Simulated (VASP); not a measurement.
# Rh in VASP: notebook

Rh is run at these levels: PBE; tasks: single point.

All numbers are computed with VASP 6.6.1; they aren't measurements. Logs are shortened: lines on timing, memory, paths and dates and some standing lists are left out, and cuts for length are marked.

**1. The cell of the first run**

The cell holds a wire or tube with vacuum around it, 4 atoms: a = 11.600 Å, b = 9.300 Å, c = 4.782 Å, α = 90.00°, β = 90.00°, γ = 90.00°.

**2. Single point, PBE, collinear spin, ferromagnetic start**

Input file INCAR:

```
PREC = Accurate
ENCUT = 400
EDIFF = 1E-6
ISMEAR = 0
SIGMA = 0.05
LREAL = F
LASPH = T
NELM = 200
ALGO = Normal
ISIF = 2
LWAVE = F
LCHARG = F
ISPIN = 2
MAGMOM = 1.5 1.5 1.5 1.5
LORBIT = 11
LMAXMIX = 4
GGA = PE
NBANDS = 42
GGA_COMPAT = F
```

Input file KPOINTS:

```
regular mesh
0
Gamma
  1 1 13
```

Input file POSCAR:

```
Rh
1.0
   11.6000000000      0.0000000000      0.0000000000
    0.0000000000      9.3000000000      0.0000000000
    0.0000000000      0.0000000000      4.7820330283
Rh
4
Direct
    0.3985614745      0.5000000000      0.0000000000
    0.3985614745      0.5000000000      0.5000000000
    0.6014385255      0.5000000000      0.0000000000
    0.6014385255      0.5000000000      0.5000000000
```

Potentials or basis: VASP PAW PBE potentials, release 64 (Rh_pv).

Run with:

```sh
$ cat potpaw_PBE.64/Rh_pv/POTCAR > POTCAR
$ mpirun -np 1 vasp_std > vasp.out
```

OUTCAR:

```text
PREC = Accurate
   ENCUT = 400
   EDIFF = 1E-6
   ISMEAR = 0
   LREAL = F
   LASPH = T
   NELM = 200
   ISIF = 2
   ISPIN = 2
   LORBIT = 11
   GGA = PE

 ion  position               nearest neighbor table
   1  0.399  0.500  0.000-   3 2.35   2 2.39   2 2.39   4 3.35   4 3.35
   2  0.399  0.500  0.500-   4 2.35   1 2.39   1 2.39   3 3.35   3 3.35
   3  0.601  0.500  0.000-   1 2.35   4 2.39   4 2.39   2 3.35   2 3.35
   4  0.601  0.500  0.500-   2 2.35   3 2.39   3 2.39   1 3.35   1 3.35

  LATTYP: Found a simple orthorhombic cell.
 ALAT       =     4.7820330283
 B/A-ratio  =     1.9447795415
 C/A-ratio  =     2.4257465248

  Lattice vectors:

 A1 = (   0.0000000000,   0.0000000000,  -4.7820330283)
 A2 = (   0.0000000000,   9.3000000000,   0.0000000000)
 A3 = (  11.6000000000,   0.0000000000,   0.0000000000)

Analysis of symmetry for initial positions (statically):
=====================================================================
 Subroutine PRICEL returns following result:

  LATTYP: Found a simple orthorhombic cell.
 ALAT       =     2.3910165141
 B/A-ratio  =     3.8895590829
 C/A-ratio  =     4.8514930497
[... 12 lines left out ...]
 Subroutine GETGRP returns: Found  8 space group operations
 (whereof  8 operations were pure point group operations)
 out of a pool of  8 trial point group operations.

The static configuration has the point symmetry D_2h.

Analysis of symmetry for dynamics (positions and initial velocities):
=====================================================================
 Subroutine PRICEL returns following result:

  LATTYP: Found a simple orthorhombic cell.
 ALAT       =     2.3910165141
 B/A-ratio  =     3.8895590829
 C/A-ratio  =     4.8514930497
[... 12 lines left out ...]
 Subroutine GETGRP returns: Found  8 space group operations
 (whereof  8 operations were pure point group operations)
 out of a pool of  8 trial point group operations.

The dynamic configuration has the point symmetry D_2h.

Analysis of structural, dynamic, and magnetic symmetry:
=====================================================================
 Subroutine PRICEL returns following result:

  LATTYP: Found a simple orthorhombic cell.
 ALAT       =     2.3910165141
 B/A-ratio  =     3.8895590829
 C/A-ratio  =     4.8514930497
[... 12 lines left out ...]
 Subroutine GETGRP returns: Found  8 space group operations
 (whereof  8 operations were pure point group operations)
 out of a pool of  8 trial point group operations.

The overall configuration has the point symmetry D_2h.

 Subroutine INISYM returns: Found  8 space group operations
 (whereof  8 operations are pure point group operations),
 and found     2 'primitive' translations

----------------------------------------------------------------------------------------

                                     Primitive cell

  volume of cell :     257.9429

  direct lattice vectors                    reciprocal lattice vectors
     0.000000000  0.000000000 -2.391016514     0.000000000  0.000000000 -0.418232159
     0.000000000  9.300000000  0.000000000     0.000000000  0.107526882  0.000000000
    11.600000000  0.000000000  0.000000000     0.086206897  0.000000000  0.000000000

  length of vectors
     2.391016514  9.300000000 11.600000000     0.418232159  0.107526882  0.086206897

  position of ions in fractional coordinates (direct lattice)
     0.000000000  0.500000000  0.398561474
     0.000000000  0.500000000  0.601438526

  ion indices of the primitive-cell ions
   primitive index   ion index
                 1           1
                 2           3

----------------------------------------------------------------------------------------

 KPOINTS: regular mesh

Automatic generation of k-mesh.
 Grid dimensions read from file:
 generate k-points for:    1    1   13

 Generating k-lattice:

  Cartesian coordinates                     Fractional coordinates (reciprocal lattice)
     0.086206897  0.000000000  0.000000000     1.000000000  0.000000000  0.000000000
     0.000000000  0.107526882  0.000000000     0.000000000  1.000000000  0.000000000
     0.000000000  0.000000000  0.016085852     0.000000000  0.000000000  0.076923077

  Length of vectors
     0.086206897  0.107526882  0.016085852

  Shift w.r.t. Gamma in fractional coordinates (k-lattice)
     0.000000000  0.000000000  0.000000000

 Subroutine IBZKPT returns following result:
 ===========================================

 Found      7 irreducible k-points:

 Following reciprocal coordinates:
            Coordinates               Weight
  0.000000  0.000000  0.000000      1.000000
  0.000000  0.000000  0.076923      2.000000
  0.000000  0.000000  0.153846      2.000000
  0.000000  0.000000  0.230769      2.000000
  0.000000  0.000000  0.307692      2.000000
  0.000000  0.000000  0.384615      2.000000
  0.000000  0.000000  0.461538      2.000000
   k-points           NKPTS =      7   k-points in BZ     NKDIM =      7   number of bands    NBANDS=     42
   number of dos      NEDOS =    301   number of ions     NIONS =      4
   total plane-waves  NPLWV = 163840
   dimension x,y,z NGX =    80 NGY =   64 NGZ =   32
   dimension x,y,z NGXF=   160 NGYF=  128 NGZF=   64
   ions per type =               4
   NGX,Y,Z   is equivalent  to a cutoff of  11.47, 11.44, 11.12 a.u.
   NGXF,Y,Z  is equivalent  to a cutoff of  22.93, 22.88, 22.25 a.u.
 SYSTEM =  unknown system
   PREC   = accura    normal or accurate (medium, high low for compatibility)
   ISTART =      0    job   : 0-new  1-cont  2-samecut
   ICHARG =      2    charge: 1-file 2-atom 10-const
   ISPIN  =      2    spin polarized calculation?
   LNONCOLLINEAR =      F non collinear calculations
   LSORBIT =      F    spin-orbit coupling
   LASPH  =      T    aspherical Exc in radial PAW
   ENCUT  =  400.0 eV  29.40 Ry    5.42 a.u.  18.92 15.17  7.80*2*pi/ulx,y,z
   NELM   =    200;   NELMIN=  2; NELMDL= -5     # of ELM steps
   EDIFF  = 0.1E-05   stopping-criterion for ELM
   LREAL  =      F    real-space projection
   EDIFFG = 0.1E-04   stopping-criterion for IOM
   NSW    =      0    number of steps for IOM
   IBRION =     -1    ionic relax: 0-MD 1-quasi-New 2-CG
   NFREE  =      0    steps in history (QN), initial steepest desc. (CG)
   ISIF   =      2    stress and relaxation
   ISYM   =      2    0-nonsym 1-usesym 2-fastsym
   POTIM  = 0.5000    time-step for ionic-motion
   TEBEG  =    0.0;   TEEND  =   0.0 temperature during run
   PSTRESS=    0.0 pullay stress
   NELECT =      60.0000    total number of electrons
   NUPDOWN=      -1.0000    fix difference up-down
   EMIN   =  10.00;   EMAX   =-10.00  energy-range for DOS
   EFERMI =   0.00;   METHOD = LEGACY
   ISMEAR =     0;   SIGMA  =   0.05  broadening in eV -4-tet -1-fermi 0-gaus
   EFERMI_NEDOS =   21; number of points for ismear=-14 and -15
   IALGO  =     38    algorithm
   IMIX   =      4    mixing-type and parameters
     AMIX     =   0.40;   BMIX     =  1.00
     AMIX_MAG =   1.60;   BMIX_MAG =  1.00
  volume/ion in A,a.u.               =     128.97       870.34
  Fermi-wavevector in a.u.,A,eV,Ry     =   0.799112  1.510102  8.688399  0.638579
  Thomas-Fermi vector in A             =   1.906152
   LORBIT       =     11    0 simple, 1 ext, 2 COOP (PROOUT), +10 PAW based schemes
   GGA     = PE    functional components
   LHFCALC =     F    Hartree Fock is set to
   AEXX    =    0.0000 exact exchange contribution
   IVDW    =     0    specifies the selected vdW correction
   LEPSILON=     F    determine dielectric tensor
   LRPA    =     F    only Hartree local field effects (RPA)
 spin polarized calculation
 Gauss-broadening in eV      SIGMA  =   0.05
  energy-cutoff  :      400.00
  volume of cell :      515.89
 maximum number of plane-waves:      9382
 NGX is ok and might be reduce to    80
   NGX = 37   NGY = 31   NGZ = 15

 number of electron      60.0000015 magnetization       3.0805591

 Free energy of the ion-electron system (eV)
  ---------------------------------------------------
  ext. energy  EPLUGINS =         0.00000000
  ---------------------------------------------------
  free energy    TOTEN  =       -19.43995575 eV

  energy without entropy =      -19.43126952  energy(sigma->0) =      -19.43561263

 E-fermi :  -3.0272     XC(G=0):  -2.9782

 val. band max:       -3.0282855285   @ k =   0.0000   0.0000   0.1538
 cond. band min:      -3.0136550495   @ k =   0.0000   0.0000   0.1538
 fundamental gap:      0.0146304790
 Fermi energy:        -3.0271852004

 spin component 1

 k-point     1 :       0.0000    0.0000    0.0000
  band No.  band energies     occupation
      1     -50.0832      1.00000
      2     -49.9951      1.00000
      3     -49.7768      1.00000
      4     -49.6338      1.00000
      5     -49.2319      1.00000
      6     -49.1548      1.00000
[... 304 lines left out ...]
     41       3.1069      0.00000
     42       3.1122      0.00000
 Fermi energy:        -3.0271852004

 spin component 2

 k-point     1 :       0.0000    0.0000    0.0000
  band No.  band energies     occupation
      1     -49.7142      1.00000
      2     -49.6247      1.00000
      3     -49.2196      1.00000
      4     -49.0729      1.00000
      5     -48.5342      1.00000
      6     -48.5265      1.00000
[... 304 lines left out ...]
     41       3.1419      0.00000
     42       3.2856      0.00000

------------------------ aborting loop because EDIFF is reached ----------------------------------------

  FORCE on cell =-STRESS in cart. coord.  units (eV):
  Direction    XX          YY          ZZ          XY          YZ          ZX
  --------------------------------------------------------------------------------------
  -------------------------------------------------------------------------------------
  Total       -0.4425929     -0.5200021     -0.3622500      0.0000000      0.0000000      0.0000000
  in kB       -1.3745530     -1.6149616     -1.1250337      0.0000000      0.0000000      0.0000000
  external PRESSURE =      -1.3715161 kB  Pullay stress =       0.0000000 kB

 VOLUME and BASIS-vectors are now :
 -----------------------------------------------------------------------------
  energy-cutoff  :      400.00
  volume of cell :      515.89
      direct lattice vectors                 reciprocal lattice vectors
    11.600000000  0.000000000  0.000000000     0.086206897  0.000000000  0.000000000
     0.000000000  9.300000000  0.000000000     0.000000000  0.107526882  0.000000000
     0.000000000  0.000000000  4.782033028     0.000000000  0.000000000  0.209116080

 POSITION                                       TOTAL-FORCE (eV/Angst)
 -----------------------------------------------------------------------------------
      4.62331      4.65000      0.00000        -0.007355      0.000000      0.000000
      4.62331      4.65000      2.39102        -0.007355     -0.000000      0.000000
      6.97669      4.65000      0.00000         0.007355      0.000000      0.000000
      6.97669      4.65000      2.39102         0.007355      0.000000      0.000000
 -----------------------------------------------------------------------------------
    total drift:                               -0.000000     -0.000000      0.000000

  FREE ENERGIE OF THE ION-ELECTRON SYSTEM (eV)
  ---------------------------------------------------
  free  energy   TOTEN  =       -19.4399557461 eV

  energy  without entropy=      -19.4312695203  energy(sigma->0) =      -19.43561263

 total charge

# of ion       s       p       d       tot
------------------------------------------
    1        0.415   6.122   7.213  13.751
    2        0.415   6.122   7.213  13.751
    3        0.415   6.122   7.213  13.751
    4        0.415   6.122   7.213  13.751
--------------------------------------------------
tot          1.661  24.489  28.852  55.003

 magnetization (x)

# of ion       s       p       d       tot
------------------------------------------
    1        0.017   0.003   0.694   0.713
    2        0.017   0.003   0.694   0.713
    3        0.017   0.003   0.694   0.713
    4        0.017   0.003   0.694   0.713
--------------------------------------------------
tot          0.067   0.010   2.776   2.854
```

It took 5.9 min on 1 thread of Intel Xeon Platinum 8488C (Sapphire Rapids), shared host; peak memory 0.59 GiB.

What came out:

- Free energy: -19.4400 eV
- Largest force: 0.007 eV/Å
- Net moment: 3.08 μB per cell
- Site moments: Rh +0.71 μB
- Valence electrons inside the program's atomic spheres: Rh 13.75

Forces on the atoms (eV/Å):
```
Rh  -0.007  0.000  0.000
Rh  -0.007  0.000  0.000
Rh   0.007  0.000  0.000
Rh   0.007  0.000  0.000
```

Levels at points of the mesh, in eV from the Fermi level:
Spin up:
| k point | band 28 | band 29 | band 30 | band 31 | band 32 | band 33 | band 34 | band 35 | band 36 | band 37 |
| --- | --- | --- | --- | --- | --- | --- | --- | --- | --- | --- |
| (0.00, 0.00, 0.00) | -0.36 | -0.35 | 0.17 | 0.30 | 0.53 | 0.92 | 1.50 | 2.04 | 2.43 | 3.95 |
Spin down:
```
           k point  band 25  band 26  band 27  band 28  band 29  band 30  band 31  band 32
(0.00, 0.00, 0.00)    -0.39    -0.14     0.18     0.28     0.45     0.47     0.80     1.04
```

**3. Single point, PBE, collinear spin, ferromagnetic start**

This run uses another cell than the first one.

Input file INCAR:

```
SYSTEM = Rh
  PREC = Accurate
  ENCUT = 400
  EDIFF = 1E-6
  ISMEAR = 0
  SIGMA = 0.05
  LREAL = .False.
  LASPH = .True.
  NELM = 200
  ALGO = Normal
  ISIF = 2
  LWAVE = .False.
  LCHARG = .False.
  ISPIN = 2
  MAGMOM = 1.5 1.5 1.5 1.5
  LORBIT = 11
  LMAXMIX = 4
  GGA = PE
  NBANDS = 42
  GGA_COMPAT = .False.
```

Input file KPOINTS:

```
Automatic mesh
0
Gamma
  1 1 13
  0 0 0
```

Input file POSCAR:

```
Rh
1.0
   11.6000000000      0.0000000000      0.0000000000
    0.0000000000      9.3000000000      0.0000000000
    0.0000000000      0.0000000000      4.8747662207
Rh
4
Direct
    0.3896874023      0.5000000000      0.0000000000
    0.3896874023      0.5000000000      0.5000000000
    0.6103125977      0.5000000000      0.0000000000
    0.6103125977      0.5000000000      0.5000000000
```

Potentials or basis: VASP PAW PBE potentials, release 64 (Rh_pv).

Run with:

```sh
$ cat potpaw_PBE.64/Rh_pv/POTCAR > POTCAR
$ mpirun -np 1 vasp_std > vasp.out
```

Run time: 7.3 min. Hardware: 1 thread of Intel Xeon Platinum 8488C (Sapphire Rapids), shared host; peak memory 0.6 GiB.

Results (log left out):

| Quantity | Value |
| --- | --- |
| Free energy | -19.0496 eV |
| Largest force | 1.312 eV/Å |
| Net moment | 3.20 μB per cell |
| Site moments | Rh +0.75 μB |
| Valence electrons inside the program's atomic spheres | Rh 13.64 |

Forces on the atoms (eV/Å):
```
Rh   1.312  0.000  0.000
Rh   1.312  0.000  0.000
Rh  -1.312  0.000  0.000
Rh  -1.312  0.000  0.000
```

Levels at points of the mesh, in eV from the Fermi level:
Spin up:
| k point | band 29 | band 30 | band 31 | band 32 | band 33 | band 34 | band 35 | band 36 |
| --- | --- | --- | --- | --- | --- | --- | --- | --- |
| (0.00, 0.00, 0.00) | -0.21 | 0.17 | 0.33 | 0.46 | 0.64 | 1.16 | 2.22 | 2.40 |
Spin down:
| k point | band 25 | band 26 | band 27 | band 28 | band 29 | band 30 | band 31 | band 32 |
| --- | --- | --- | --- | --- | --- | --- | --- | --- |
| (0.00, 0.00, 0.00) | -0.44 | 0.27 | 0.29 | 0.32 | 0.34 | 0.44 | 0.84 | 0.96 |
